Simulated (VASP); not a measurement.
# KBr (I4/mmm) in VASP: a series of runs

The runs below take KBr through single point, with PBE.

All numbers are computed with VASP 6.6.1; they aren't measurements. Logs are shortened: lines on timing, memory, paths and dates and some standing lists are left out, and cuts for length are marked.

### 1 The cell of the first run

Symmetry: I4/mmm, No. 139, tetragonal system. The conventional cell has a = 4.656 Å, b = 4.656 Å, c = 6.486 Å, α = 90.00°, β = 90.00°, γ = 90.00°. K (site symmetry 4/mmm) has 6 Br at 3.24 to 3.29 Å within 4.3 Å. Br (site symmetry 4/mmm) has 6 K at 3.24 to 3.29 Å within 4.3 Å.

### 2 Single point, PBE (strain +0.000 along x and y, -0.015 along z)

INCAR

```
  PREC = Accurate
  ENCUT = 520
  EDIFF = 1E-7
  ISMEAR = 0
  SIGMA = 0.05
  LREAL = F
  LASPH = T
  NELM = 80
  ALGO = Normal
  ISIF = 2
  LWAVE = F
  LCHARG = F
  GGA = PE
  NBANDS = 15
```

KPOINTS

```
Automatic mesh
0
Gamma
  6 6 6
```

POSCAR

```
KBr
1.0
    0.0000000000      3.2925000000      3.2431125000
    3.2925000000      0.0000000000      3.2431125000
    3.2925000000      3.2925000000      0.0000000000
K Br
1 1
Direct
    0.0000000000      0.0000000000      0.0000000000
    0.5000000000      0.5000000000      0.5000000000
```

Potentials or basis: VASP PAW PBE potentials, release 64 (K_sv, Br).

Command:

```
$ cat potpaw_PBE.64/K_sv/POTCAR potpaw_PBE.64/Br/POTCAR > POTCAR
$ mpirun -np 1 vasp_std > vasp.out
```

OUTCAR:

```text
PREC = Accurate
   ENCUT = 520
   EDIFF = 1E-7
   ISMEAR = 0
   LREAL = F
   LASPH = T
   NELM = 80
   ISIF = 2
   GGA = PE

 ion  position               nearest neighbor table
   1  0.000  0.000  0.000-   2 3.24   2 3.24   2 3.29   2 3.29   2 3.29   2 3.29
   2  0.500  0.500  0.500-   1 3.24   1 3.24   1 3.29   1 3.29   1 3.29   1 3.29

  LATTYP: Found a body centered tetragonal cell.
 ALAT       =     4.6562981541
 C/A-ratio  =     1.3930003589

  Lattice vectors:

 A1 = (   0.0000000000,  -3.2925000000,  -3.2431125000)
 A2 = (   0.0000000000,   3.2925000000,  -3.2431125000)
 A3 = (   3.2925000000,   0.0000000000,   3.2431125000)

Analysis of symmetry for initial positions (statically):
=====================================================================
 Subroutine PRICEL returns:
 Original cell was already a primitive cell.

 Routine SETGRP: Setting up the symmetry group for a
 body centered tetragonal supercell.

 Subroutine GETGRP returns: Found 16 space group operations
 (whereof 16 operations were pure point group operations)
 out of a pool of 16 trial point group operations.

The static configuration has the point symmetry D_4h.

Analysis of symmetry for dynamics (positions and initial velocities):
=====================================================================
 Subroutine PRICEL returns:
 Original cell was already a primitive cell.

 Routine SETGRP: Setting up the symmetry group for a
 body centered tetragonal supercell.

 Subroutine GETGRP returns: Found 16 space group operations
 (whereof 16 operations were pure point group operations)
 out of a pool of 16 trial point group operations.

The dynamic configuration has the point symmetry D_4h.

 Subroutine INISYM returns: Found 16 space group operations
 (whereof 16 operations are pure point group operations),
 and found     1 'primitive' translations

----------------------------------------------------------------------------------------

                                     Primitive cell

  volume of cell :      70.3143

  direct lattice vectors                    reciprocal lattice vectors
     0.000000000  3.292500000  3.243112500    -0.151860289  0.151860289  0.154172882
     3.292500000  0.000000000  3.243112500     0.151860289 -0.151860289  0.154172882
     3.292500000  3.292500000  0.000000000     0.151860289  0.151860289 -0.154172882

  length of vectors
     4.621507864  4.621507864  4.656298154     0.264371655  0.264371655  0.264371655

  position of ions in fractional coordinates (direct lattice)
     0.000000000  0.000000000  0.000000000
     0.500000000  0.500000000  0.500000000

  ion indices of the primitive-cell ions
   primitive index   ion index
                 1           1
                 2           2

----------------------------------------------------------------------------------------

 KPOINTS: Automatic mesh

Automatic generation of k-mesh.
 Grid dimensions read from file:
 generate k-points for:    6    6    6

 Generating k-lattice:

  Cartesian coordinates                     Fractional coordinates (reciprocal lattice)
    -0.025310048  0.025310048  0.025695480     0.166666667  0.000000000  0.000000000
     0.025310048 -0.025310048  0.025695480     0.000000000  0.166666667  0.000000000
     0.025310048  0.025310048 -0.025695480    -0.000000000 -0.000000000  0.166666667

  Length of vectors
     0.044061942  0.044061942  0.044061942

  Shift w.r.t. Gamma in fractional coordinates (k-lattice)
     0.000000000  0.000000000  0.000000000

 Subroutine IBZKPT returns following result:
 ===========================================

 Found     30 irreducible k-points:

 Following reciprocal coordinates:
            Coordinates               Weight
  0.000000  0.000000  0.000000      1.000000
  0.166667  0.000000  0.000000      8.000000
  0.333333 -0.000000  0.000000      8.000000
  0.500000  0.000000  0.000000      4.000000
  0.166667  0.166667  0.000000      2.000000
  0.333333  0.166667  0.000000      8.000000
[... 16 lines left out ...]
  0.333333  0.000000  0.333333      4.000000
  0.500000  0.000000  0.333333     16.000000
 [... further k-points ...]
   k-points           NKPTS =     30   k-points in BZ     NKDIM =     30   number of bands    NBANDS=     15
   number of dos      NEDOS =    301   number of ions     NIONS =      2
   total plane-waves  NPLWV =  46656
   dimension x,y,z NGX =    36 NGY =   36 NGZ =   36
   dimension x,y,z NGXF=    72 NGYF=   72 NGZF=   72
   ions per type =               1   1
   NGX,Y,Z   is equivalent  to a cutoff of  12.95, 12.95, 12.85 a.u.
   NGXF,Y,Z  is equivalent  to a cutoff of  25.90, 25.90, 25.71 a.u.
 SYSTEM =  unknown system
   PREC   = accura    normal or accurate (medium, high low for compatibility)
   ISTART =      0    job   : 0-new  1-cont  2-samecut
   ICHARG =      2    charge: 1-file 2-atom 10-const
   ISPIN  =      1    spin polarized calculation?
   LNONCOLLINEAR =      F non collinear calculations
   LSORBIT =      F    spin-orbit coupling
   LASPH  =      T    aspherical Exc in radial PAW
   ENCUT  =  520.0 eV  38.22 Ry    6.18 a.u.   8.59  8.59  8.66*2*pi/ulx,y,z
   NELM   =     80;   NELMIN=  2; NELMDL= -5     # of ELM steps
   EDIFF  = 0.1E-06   stopping-criterion for ELM
   LREAL  =      F    real-space projection
   EDIFFG = 0.1E-05   stopping-criterion for IOM
   NSW    =      0    number of steps for IOM
   IBRION =     -1    ionic relax: 0-MD 1-quasi-New 2-CG
   NFREE  =      0    steps in history (QN), initial steepest desc. (CG)
   ISIF   =      2    stress and relaxation
   ISYM   =      2    0-nonsym 1-usesym 2-fastsym
   POTIM  = 0.5000    time-step for ionic-motion
   TEBEG  =    0.0;   TEEND  =   0.0 temperature during run
   PSTRESS=    0.0 pullay stress
   NELECT =      16.0000    total number of electrons
   NUPDOWN=      -1.0000    fix difference up-down
   EMIN   =  10.00;   EMAX   =-10.00  energy-range for DOS
   EFERMI =   0.00;   METHOD = LEGACY
   ISMEAR =     0;   SIGMA  =   0.05  broadening in eV -4-tet -1-fermi 0-gaus
   EFERMI_NEDOS =   21; number of points for ismear=-14 and -15
   IALGO  =     38    algorithm
   IMIX   =      4    mixing-type and parameters
     AMIX     =   0.40;   BMIX     =  1.00
     AMIX_MAG =   1.60;   BMIX_MAG =  1.00
  volume/ion in A,a.u.               =      35.16       237.25
  Fermi-wavevector in a.u.,A,eV,Ry     =   0.999464  1.888712 13.591233  0.998927
  Thomas-Fermi vector in A             =   2.131755
   LORBIT       =      0    0 simple, 1 ext, 2 COOP (PROOUT), +10 PAW based schemes
   GGA     = PE    functional components
   LHFCALC =     F    Hartree Fock is set to
   AEXX    =    0.0000 exact exchange contribution
   IVDW    =     0    specifies the selected vdW correction
   LEPSILON=     F    determine dielectric tensor
   LRPA    =     F    only Hartree local field effects (RPA)
 non-spin polarized calculation
 Gauss-broadening in eV      SIGMA  =   0.05
  energy-cutoff  :      520.00
  volume of cell :       70.31
 maximum number of plane-waves:      1916
 NGX is ok and might be reduce to    36
   NGX = 17   NGY = 17   NGZ = 17

 number of electron      15.9999999 magnetization

 Free energy of the ion-electron system (eV)
  ---------------------------------------------------
  ext. energy  EPLUGINS =         0.00000000
  ---------------------------------------------------
  free energy    TOTEN  =        -6.20444048 eV

  energy without entropy =       -6.20444048  energy(sigma->0) =       -6.20444048

 E-fermi :  -1.3207     XC(G=0):  -7.4584

 val. band max:       -1.6459663013   @ k =   0.0000   0.0000   0.0000
 cond. band min:       2.8410633125   @ k =   0.0000   0.0000   0.0000
 fundamental gap:      4.4870296138
 Fermi energy:        -1.3207439951

 k-point     1 :       0.0000    0.0000    0.0000
  band No.  band energies     occupation
      1     -29.3864      2.00000
      2     -13.9719      2.00000
      3     -12.8662      2.00000
      4     -12.8655      2.00000
      5     -12.8655      2.00000
      6      -1.6549      2.00000
      7      -1.6549      2.00000
      8      -1.6460      2.00000
      9       2.8411      0.00000
     10       5.9249      0.00000
     11       5.9249      0.00000
     12       6.0193      0.00000
     13       6.7581      0.00000
     14       6.8294      0.00000
     15      10.0080      0.00000

 k-point     2 :       0.1667    0.0000    0.0000
  band No.  band energies     occupation
      1     -29.3848      2.00000
      2     -14.0251      2.00000
      3     -12.8674      2.00000
      4     -12.8670      2.00000
      5     -12.7937      2.00000
      6      -2.0318      2.00000
      7      -1.7482      2.00000
      8      -1.7431      2.00000
      9       3.5105      0.00000
     10       5.8206      0.00000
     11       6.2599      0.00000
     12       6.3174      0.00000
     13       7.1261      0.00000
     14       7.2052      0.00000
     15      10.9150      0.00000

 k-point     3 :       0.3333   -0.0000    0.0000
  band No.  band energies     occupation
      1     -29.3817      2.00000
      2     -14.1164      2.00000
      3     -12.8712      2.00000
      4     -12.8691      2.00000
      5     -12.6636      2.00000
      6      -2.6261      2.00000
      7      -1.9227      2.00000
      8      -1.9194      2.00000
      9       4.6118      0.00000
     10       6.1193      0.00000
     11       7.1533      0.00000
     12       7.1982      0.00000
     13       8.0533      0.00000
     14       8.1497      0.00000
     15       9.9625      0.00000
[... 343 lines left out ...]
 k-point    23 :       0.3333    0.0000    0.3333
  band No.  band energies     occupation
      1     -29.3804      2.00000
      2     -13.9708      2.00000
      3     -12.8965      2.00000
      4     -12.8926      2.00000
      5     -12.8353      2.00000
      6      -2.4989      2.00000
      7      -1.8812      2.00000
      8      -1.8785      2.00000
      9       4.4998      0.00000
     10       4.9832      0.00000
     11       7.4684      0.00000
     12       8.0111      0.00000
     13       8.3161      0.00000
     14       8.3584      0.00000
     15       9.2521      0.00000

 k-point    24 :       0.5000    0.0000    0.3333
  band No.  band energies     occupation
      1     -29.3788      2.00000
      2     -13.9560      2.00000
      3     -12.9311      2.00000
      4     -12.8957      2.00000
      5     -12.8245      2.00000
      6      -2.4872      2.00000
      7      -2.0928      2.00000
      8      -1.9541      2.00000
      9       4.6316      0.00000
     10       5.8871      0.00000
     11       7.3501      0.00000
     12       7.9477      0.00000
     13       8.2019      0.00000
     14       8.8812      0.00000
     15       9.3706      0.00000

 [... further k-points ...]
[... 5 lines left out ...]
  --------------------------------------------------------------------------------------
  -------------------------------------------------------------------------------------
  Total        0.4242284      0.4242284      0.6786784      0.0000000      0.0000000      0.0000000
  in kB        9.6664444      9.6664444     15.4643274      0.0000000      0.0000000      0.0000000
  external PRESSURE =      11.5990721 kB  Pullay stress =       0.0000000 kB

 VOLUME and BASIS-vectors are now :
 -----------------------------------------------------------------------------
  energy-cutoff  :      520.00
  volume of cell :       70.31
      direct lattice vectors                 reciprocal lattice vectors
     0.000000000  3.292500000  3.243112500    -0.151860289  0.151860289  0.154172882
     3.292500000  0.000000000  3.243112500     0.151860289 -0.151860289  0.154172882
     3.292500000  3.292500000  0.000000000     0.151860289  0.151860289 -0.154172882

 POSITION                                       TOTAL-FORCE (eV/Angst)
 -----------------------------------------------------------------------------------
      0.00000      0.00000      0.00000        -0.000000     -0.000000      0.000000
      3.29250      3.29250      3.24311         0.000000      0.000000      0.000000
 -----------------------------------------------------------------------------------
    total drift:                                0.000000      0.000000      0.000000

  FREE ENERGIE OF THE ION-ELECTRON SYSTEM (eV)
  ---------------------------------------------------
  free  energy   TOTEN  =        -6.2044404790 eV

  energy  without entropy=       -6.2044404790  energy(sigma->0) =       -6.20444048
```

Wall time 18 s (1 thread of AMD EPYC 9R45 (Zen 5), shared host); peak memory 0.18 GiB.

What came out:

```yaml
Free_energy: -6.2044 eV
Pressure: 1.2 GPa
Band_gap_on_the_k_mesh: 4.49 eV, direct
```

Caveat: the cell differs from its parent crystal (strain +0.000 along x and y, -0.015 along z).

### 3 Single point, PBE (strain -0.015 along x and y, +0.015 along z)

INCAR

```
  ALGO = Normal
  EDIFF = 1E-7
  ENCUT = 520
  GGA = PE
  ISIF = 2
  ISMEAR = 0
  LASPH = T
  LCHARG = F
  LREAL = F
  LWAVE = F
  NBANDS = 15
  NELM = 60
  PREC = Accurate
  SIGMA = 0.05
```

KPOINTS

```
k-points
0
Gamma
  6 6 6
```

POSCAR

```
KBr
1.0
    0.0000000000      3.2431125000      3.3418875000
    3.2431125000      0.0000000000      3.3418875000
    3.2431125000      3.2431125000      0.0000000000
K Br
1 1
Direct
    0.0000000000      0.0000000000      0.0000000000
    0.5000000000      0.5000000000      0.5000000000
```

Potentials or basis: VASP PAW PBE potentials, release 64 (K_sv, Br).

Command:

```
$ cat potpaw_PBE.64/K_sv/POTCAR potpaw_PBE.64/Br/POTCAR > POTCAR
$ mpirun -np 1 vasp_std > vasp.out
```

It took 30 s on 1 thread of Intel Xeon Platinum 8488C (Sapphire Rapids), shared host; peak memory 0.21 GiB.

Results (log left out):

* Free energy: -6.2009 eV
* Pressure: 1.2 GPa
* Band gap on the k mesh: 4.49 eV, direct

Stress tensor (GPa, compression positive):
```
1.55 0.00 0.00
0.00 1.55 0.00
0.00 0.00 0.49
```

Levels at points of the mesh, in eV from the valence-band top:
```tsv
k point	band 6	band 7	band 8	band 9	band 10	band 11
(0.00, 0.00, 0.00)	-0.02	0.00	0.00	4.49	7.48	7.67
(0.50, 0.00, 0.00)	-1.23	-0.36	-0.36	6.63	8.31	9.82
(0.50, 0.50, 0.00)	-0.87	-0.27	-0.27	5.86	7.26	9.35
(0.50, 0.00, 0.50)	-0.83	-0.32	-0.31	5.82	7.29	9.42
```

Caveat: the cell differs from its parent crystal (strain -0.015 along x and y, +0.015 along z).

### 4 Single point, PBE (strain -0.015 along x and y, +0.030 along z)

INCAR

```
PREC = Accurate
ENCUT = 520
EDIFF = 1E-6
ISMEAR = 0
SIGMA = 0.05
LREAL = F
LASPH = T
NELM = 60
ALGO = Normal
ISIF = 2
LWAVE = F
LCHARG = F
GGA = PE
NBANDS = 15
```

KPOINTS

```
Automatic mesh
0
Gamma
  6 6 6
```

POSCAR

```
KBr
1.0
    0.0000000000      3.2431125000      3.3912750000
    3.2431125000      0.0000000000      3.3912750000
    3.2431125000      3.2431125000      0.0000000000
K Br
1 1
Direct
    0.0000000000      0.0000000000      0.0000000000
    0.5000000000      0.5000000000      0.5000000000
```

Command:

```
$ cat potpaw_PBE.64/K_sv/POTCAR potpaw_PBE.64/Br/POTCAR > POTCAR
$ mpirun -np 1 vasp_std > vasp.out
```

Run time: 35 s. Hardware: 1 thread of Intel Xeon Platinum 8488C (Sapphire Rapids), shared host; peak memory 0.21 GiB.

It converged, with:

| Item | Value |
| --- | --- |
| Free energy | -6.2026 eV |
| Pressure | 1.0 GPa |
| Band gap on the k mesh | 4.44 eV, direct |

Stress tensor (GPa, compression positive):
```
1.46 0.00 0.00
0.00 1.46 0.00
0.00 0.00 0.03
```

Levels at points of the mesh, in eV from the valence-band top:
```
           k point  band 4  band 5  band 6  band 7  band 8  band 9  band 10  band 11  band 12  band 13
(0.00, 0.00, 0.00)  -11.25  -11.25   -0.02    0.00    0.00    4.44     7.42     7.69     7.69     8.34
(0.50, 0.00, 0.00)  -11.25  -10.98   -1.20   -0.35   -0.35    6.60     8.25     9.78     9.79     9.92
(0.50, 0.50, 0.00)  -11.28  -11.28   -0.86   -0.25   -0.25    5.88     7.20     9.31     9.38     9.70
(0.50, 0.00, 0.50)  -11.29  -11.28   -0.81   -0.33   -0.30    5.83     7.24     9.41     9.62     9.72
```

Caveat: the cell differs from its parent crystal (strain -0.015 along x and y, +0.030 along z).

(Continued in part 2 of 2.)
